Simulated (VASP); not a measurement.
Runs of VASP 6.6.1 on Sb. The structure is that of space group Fm-3m (No. 225), or close to it. The cells are those of the table. 

```tsv
task	level	potentials or basis	cell	k mesh	cutoff (eV)	smearing	grid for exact exchange (PRECFOCK)	share of exact exchange	screening parameter	gap on the mesh (eV)	pressure (GPa)
single point	LDA	VASP PAW LDA potentials, release 64 (Sb)	a = 3.353 Å, angles 60.0°, 1 atom	10 × 10 × 10	520	fermi-dirac 0.05 eV	-	-	-	none	-2.2
single point	r2SCAN	VASP PAW PBE potentials, release 64 (Sb)	a = 3.353 Å, angles 60.0°, 1 atom	8 × 8 × 8	520	gaussian 0.05 eV	-	-	-	none	(a)
relaxation of cell and atoms	HF	VASP PAW PBE potentials, release 64 (Sb)	relaxed from a = 3.353 Å, angles 60.0°, 1 atom	5 × 5 × 5	600	fermi-dirac 0.05 eV	Normal	-	-	none	0.0
single point	PBE-based screened hybrid	VASP PAW PBE potentials, release 64 (Sb)	a = 3.353 Å, angles 60.0°, 1 atom	5 × 5 × 5	520	fermi-dirac 0.05 eV	Normal	0.3	0.2 1/Å	none	-2.0
single point	PBE+D3(BJ)	VASP PAW PBE potentials, release 64 (Sb)	a = 3.329 Å, angles 60.0°, 1 atom	10 × 10 × 10	520	fermi-dirac 0.05 eV	-	-	-	none	(b)
single point	PBEsol+D4	VASP PAW PBE potentials, release 64 (Sb)	a = 3.297 Å, angles 60.0°, 1 atom	10 × 10 × 10	520	fermi-dirac 0.05 eV	-	-	-	none	0.0
single point	LDA	VASP PAW LDA potentials, release 64 (Sb)	a = 3.285 Å, angles 60.0°, 1 atom	10 × 10 × 10	520	fermi-dirac 0.05 eV	-	-	-	none	1.8
```

Alike in all rows: no spin polarisation.

Task: Fill in the values left out.

Result: (a) 2.0; (b) -0.2.

Caveats: some runs use coarse meshes; spin-orbit coupling is left out, which moves the levels of the heavy elements; the PAW data sets were made with another functional, which shifts forces and pressure a little (some runs); pairwise dispersion overbinds metals, which lowers pressure and volume (some runs).

A k mesh can miss the band edges, and the runs leave out spin-orbit coupling on Sb.

A gap of «none» marks levels without a gap at the run's occupations.
